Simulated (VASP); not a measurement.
# WS2 in VASP: further runs, part 2 of 2

VASP 6.6.1. The steps go on from the part before.

## 3. Single point, r2SCAN (biaxial strain in the a-b plane: -4.5 %, then relaxed in part)

File POSCAR:

```
WS2
1.0
    3.0379460954      0.0000000000      0.0000000000
   -1.5189730477      2.6309384940      0.0000000000
    0.0000000000      0.0000000000     17.4094278018
W S
1 2
Direct
    0.3333333333      0.6666666667      0.0000000000
    0.6666666667      0.3333333333      0.9074856645
    0.6666666667      0.3333333333      0.0925143355
```

File INCAR.step1:

```
  PREC = Accurate
  ENCUT = 520
  ISMEAR = 0
  SIGMA = 0.02
  LREAL = F
  LASPH = T
  NELM = 80
  NBANDS = 20
  GGA = PE
  ALGO = Normal
  EDIFF = 1E-4
  LWAVE = T
  LCHARG = F
```

File INCAR.step2:

```
  PREC = Accurate
  ENCUT = 520
  EDIFF = 1E-6
  ISMEAR = 0
  SIGMA = 0.02
  LREAL = F
  LASPH = T
  NELM = 80
  ALGO = Normal
  ISIF = 2
  LWAVE = F
  LCHARG = F
  METAGGA = R2SCAN
  LMIXTAU = T
  NBANDS = 20
  ISTART = 1
```

File KPOINTS:

```
Automatic mesh
0
Gamma
  12 12 2
```

Potentials or basis: VASP PAW PBE potentials, release 64 (W_sv, S).

Started as:

```
> cat potpaw_PBE.64/W_sv/POTCAR potpaw_PBE.64/S/POTCAR > POTCAR
> cp INCAR.step1 INCAR
> mpirun -np 1 vasp_std > vasp.out
> cp INCAR.step2 INCAR
> mpirun -np 1 vasp_std > vasp.out
```

OUTCAR:

```text
PREC = Accurate
   ENCUT = 520
   EDIFF = 1E-6
   ISMEAR = 0
   LREAL = F
   LASPH = T
   NELM = 80
   ISIF = 2
   METAGGA = R2SCAN
   ISTART = 1

 ion  position               nearest neighbor table
   1  0.333  0.667  0.000-   2 2.38   3 2.38   2 2.38   3 2.38   2 2.38   3 2.38
   2  0.667  0.333  0.907-   1 2.38   1 2.38   1 2.38
   3  0.667  0.333  0.093-   1 2.38   1 2.38   1 2.38

  LATTYP: Found a hexagonal cell.
 ALAT       =     3.0379460954
 C/A-ratio  =     5.7306572451

  Lattice vectors:

 A1 = (   3.0379460954,   0.0000000000,   0.0000000000)
 A2 = (  -1.5189730477,   2.6309384940,   0.0000000000)
 A3 = (   0.0000000000,   0.0000000000,  17.4094278018)

Analysis of symmetry for initial positions (statically):
=====================================================================
 Subroutine PRICEL returns:
 Original cell was already a primitive cell.

 Routine SETGRP: Setting up the symmetry group for a
 hexagonal supercell.

 Subroutine GETGRP returns: Found 12 space group operations
 (whereof 12 operations were pure point group operations)
 out of a pool of 24 trial point group operations.
[... 162 lines left out ...]
  free energy    TOTEN  =       -69.80077088 eV

  energy without entropy =      -69.80077088  energy(sigma->0) =      -69.80077088

 E-fermi :  -0.7448     XC(G=0):  -4.7138

 val. band max:       -0.9907303765   @ k =   0.3333   0.3333   0.5000
 cond. band min:       0.9729394891   @ k =   0.1667   0.1667   0.0000
 fundamental gap:      1.9636698656
 Fermi energy:        -0.7447812418

 k-point     1 :       0.0000    0.0000    0.0000
  band No.  band energies     occupation
      1     -76.7550      2.00000
      2     -40.4662      2.00000
      3     -40.1178      2.00000
      4     -40.1178      2.00000
      5     -16.9434      2.00000
      6     -15.2605      2.00000
[... 541 lines left out ...]
     19       6.7308      0.00000
     20       7.2014      0.00000

 [... further k-points ...]

------------------------ aborting loop because EDIFF is reached ----------------------------------------

  FORCE on cell =-STRESS in cart. coord.  units (eV):
  Direction    XX          YY          ZZ          XY          YZ          ZX
  --------------------------------------------------------------------------------------
  -------------------------------------------------------------------------------------
  Total        5.2698668      5.2698668      0.0654857      0.0000000      0.0000000      0.0000000
  in kB       60.6785178     60.6785178      0.7540182      0.0000000      0.0000000      0.0000000
  external PRESSURE =      40.7036846 kB  Pullay stress =       0.0000000 kB

 VOLUME and BASIS-vectors are now :
 -----------------------------------------------------------------------------
  energy-cutoff  :      520.00
  volume of cell :      139.15
      direct lattice vectors                 reciprocal lattice vectors
     3.037946095  0.000000000  0.000000000     0.329169764  0.190046252  0.000000000
    -1.518973048  2.630938494  0.000000000     0.000000000  0.380092504  0.000000000
     0.000000000  0.000000000 17.409427802     0.000000000  0.000000000  0.057440142

 POSITION                                       TOTAL-FORCE (eV/Angst)
 -----------------------------------------------------------------------------------
     -0.00000      1.75396      0.00000         0.000000     -0.000000      0.000000
      1.51897      0.87698     15.79881        -0.000000      0.000000     -0.029106
      1.51897      0.87698      1.61062        -0.000000      0.000000      0.029106
 -----------------------------------------------------------------------------------
    total drift:                                0.000000     -0.000000     -0.000000

  FREE ENERGIE OF THE ION-ELECTRON SYSTEM (eV)
  ---------------------------------------------------
  free  energy   TOTEN  =       -69.8007708836 eV

  energy  without entropy=      -69.8007708836  energy(sigma->0) =      -69.80077088
```

OUTCAR.step1:

```text
PREC = Accurate
   ENCUT = 520
   ISMEAR = 0
   LREAL = F
[... 779 lines left out ...]
     -0.00000      1.75396      0.00000         0.000000      0.000000      0.000000
      1.51897      0.87698     15.79881        -0.000000      0.000000     -0.339198
      1.51897      0.87698      1.61062        -0.000000     -0.000000      0.339198
 -----------------------------------------------------------------------------------
    total drift:                                0.000000     -0.000000     -0.000000

  FREE ENERGIE OF THE ION-ELECTRON SYSTEM (eV)
  ---------------------------------------------------
  free  energy   TOTEN  =       -23.4324755476 eV

  energy  without entropy=      -23.4324755476  energy(sigma->0) =      -23.43247555
```

OSZICAR.step1:

```text
N       E                     dE             d eps       ncg     rms          rms(c)
DAV:   1     0.181751482236E+03    0.18175E+03   -0.13873E+04  1824   0.109E+03
DAV:   2    -0.117354120065E+02   -0.19349E+03   -0.18783E+03  1976   0.266E+02
DAV:   3    -0.244236394444E+02   -0.12688E+02   -0.12597E+02  2020   0.664E+01
DAV:   4    -0.246521897831E+02   -0.22855E+00   -0.22826E+00  2028   0.985E+00
DAV:   5    -0.246571642520E+02   -0.49745E-02   -0.49742E-02  2056   0.146E+00    0.300E+01
DAV:   6    -0.236325616746E+02    0.10246E+01   -0.50639E+00  1748   0.154E+01    0.126E+01
DAV:   7    -0.235163444895E+02    0.11622E+00   -0.17855E+00  1720   0.709E+00    0.496E+00
DAV:   8    -0.234367424659E+02    0.79602E-01   -0.46536E-01  1800   0.437E+00    0.135E+00
DAV:   9    -0.234353093017E+02    0.14332E-02   -0.26088E-02  2032   0.982E-01    0.910E-01
DAV:  10    -0.234327449273E+02    0.25644E-02   -0.13984E-02  1860   0.807E-01    0.906E-02
DAV:  11    -0.234325590321E+02    0.18590E-03   -0.11886E-03  1808   0.238E-01    0.852E-02
DAV:  12    -0.234324755476E+02    0.83485E-04   -0.95448E-05  1480   0.589E-02
   1 F= -.23432476E+02 E0= -.23432476E+02  d E =-.388471E-57
```

It took 3.2 min on 1 thread of Intel Xeon 6975P-C (Granite Rapids), shared host; peak memory 0.35 GiB.

Results:

* Free energy: -69.8008 eV
* Largest force: 0.029 eV/Å
* Band gap on the k mesh: 1.96 eV (least direct gap 2.68 eV)

Forces on the atoms (eV/Å):
```
W    0.000  0.000  0.000
S    0.000  0.000 -0.029
S    0.000  0.000  0.029
```

Caveat: the cell differs from its parent crystal (biaxial strain in the a-b plane: -4.5 %, then relaxed in part); there is no dipole correction, which matters where the two faces differ; the PAW data sets were made with another functional, which shifts forces and pressure a little; spin-orbit coupling is left out, which moves the levels of the heavy elements.

## 4. Single point, r2SCAN (biaxial strain in the a-b plane: -4.5 %)

File POSCAR:

```
WS2
1.0
    3.0379460954      0.0000000000      0.0000000000
   -1.5189730477      2.6309384940      0.0000000000
    0.0000000000      0.0000000000     17.4084099801
W S
1 2
Direct
    0.3333333333      0.6666666667      0.0000000000
    0.6666666667      0.3333333333      0.9076997136
    0.6666666667      0.3333333333      0.0923002864
```

File INCAR.step1:

```
SYSTEM = WS2
PREC = Accurate
ENCUT = 520
ISMEAR = 0
SIGMA = 0.02
LREAL = .False.
LASPH = .True.
NELM = 80
NBANDS = 20
GGA = PE
ALGO = Normal
EDIFF = 1E-4
LWAVE = .True.
LCHARG = .False.
```

File INCAR.step2:

```
SYSTEM = WS2
PREC = Accurate
ENCUT = 520
EDIFF = 1E-6
ISMEAR = 0
SIGMA = 0.02
LREAL = .False.
LASPH = .True.
NELM = 80
ALGO = Normal
ISIF = 2
LWAVE = .False.
LCHARG = .False.
METAGGA = R2SCAN
LMIXTAU = .True.
NBANDS = 20
ISTART = 1
```

File KPOINTS:

```
Automatic mesh
0
Gamma
  12 12 2
  0 0 0
```

Started as:

```
> cat potpaw_PBE.64/W_sv/POTCAR potpaw_PBE.64/S/POTCAR > POTCAR
> cp INCAR.step1 INCAR
> mpirun -np 1 vasp_std > vasp.out
> cp INCAR.step2 INCAR
> mpirun -np 1 vasp_std > vasp.out
```

It took 3.9 min on 1 thread of Intel Xeon 6975P-C (Granite Rapids), shared host; peak memory 0.35 GiB.

It converged, with:

```
Free energy            : -69.8003 eV
Largest force          : 0.112 eV/Å
Band gap on the k mesh : 1.98 eV (least direct gap 2.67 eV)
```

Forces on the atoms (eV/Å):
```
W    0.000  0.000  0.000
S    0.000  0.000 -0.112
S    0.000  0.000  0.112
```

Levels at points of the mesh, in eV from the valence-band top:
```tsv
k point	band 10	band 11	band 12	band 13	band 14	band 15	band 16	band 17
(0.00, 0.00, 0.00)	-2.73	-1.31	-1.31	-0.63	3.49	3.49	3.50	3.50
(0.50, 0.00, 0.00)	-3.49	-2.71	-1.13	-0.99	3.76	3.78	4.47	5.24
(0.00, 0.00, 0.50)	-2.73	-1.31	-1.31	-0.63	3.49	3.49	3.50	3.50
(0.50, 0.00, 0.50)	-3.49	-2.71	-1.13	-0.99	3.76	3.78	4.47	5.24
```

Caveat: the cell differs from its parent crystal (biaxial strain in the a-b plane: -4.5 %); there is no dipole correction, which matters where the two faces differ; the PAW data sets were made with another functional, which shifts forces and pressure a little; spin-orbit coupling is left out, which moves the levels of the heavy elements.

## 5. The runs side by side

```tsv
cell	gap on the mesh (eV)	largest force (eV/Å)
a = 3.277, b = 3.277, c = 16.646 Å, angles 90.0, 90.0, 120.0°, 3 atoms, atomic positions A	1.17	-
a = 3.038, b = 3.038, c = 17.409 Å, angles 90.0, 90.0, 120.0°, 3 atoms, atomic positions B	1.96	0.03
a = 3.038, b = 3.038, c = 17.408 Å, angles 90.0, 90.0, 120.0°, 3 atoms, atomic positions C	1.98	0.11
```

Alike in all rows: task single point; level r2SCAN; potentials or basis VASP PAW PBE potentials, release 64 (W_sv, S); no spin polarisation; k mesh 12 × 12 × 2; cutoff (eV) 520; smearing gaussian 0.02 eV.

Caveats: there is no dipole correction, which matters where the two faces differ; the PAW data sets were made with another functional, which shifts forces and pressure a little; spin-orbit coupling is left out, which moves the levels of the heavy elements.

Absolute energies hang on the potentials; compare differences alone.
